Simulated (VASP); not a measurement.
Crystal: CsCl.

```
Cs Cl
1.0
     4.13683    0.00000    0.00000
     0.00000    4.13683    0.00000
     0.00000    0.00000    4.13683
Cs Cl
1 1
Direct
  0.00000 0.00000 0.00000
  0.50000 0.50000 0.50000
```

Base run:

| Item | Value |
| --- | --- |
| Program | VASP 6.6.1 |
| Functional | HSE06 |
| Potentials or basis | VASP PAW PBE potentials, release 64 (Cs_sv, Cl) |
| Cutoff | 400 eV |
| k mesh | 4 × 4 × 4 |
| Occupations | gaussian, width 0.01 eV |
| Spin | no spin polarisation |

Its results: band gap on the k mesh 6.53 eV; pressure 0.5 GPa.

Question: After a change of settings the same cell gave: band gap on the k mesh 7.26 eV; pressure 0.3 GPa. Which change was it?
A. functional from HSE06 to r2SCAN0; cutoff from 400 eV to 440 eV
B. functional from HSE06 to r2SCANh; cutoff from 400 eV to 440 eV; share of exact exchange from 0.25 to 0.1
C. functional from HSE06 to PBE0

Answer: C.

Caveats: the PAW data sets were made with another functional, which shifts forces and pressure a little; spin-orbit coupling is left out, which moves the levels of the heavy elements.
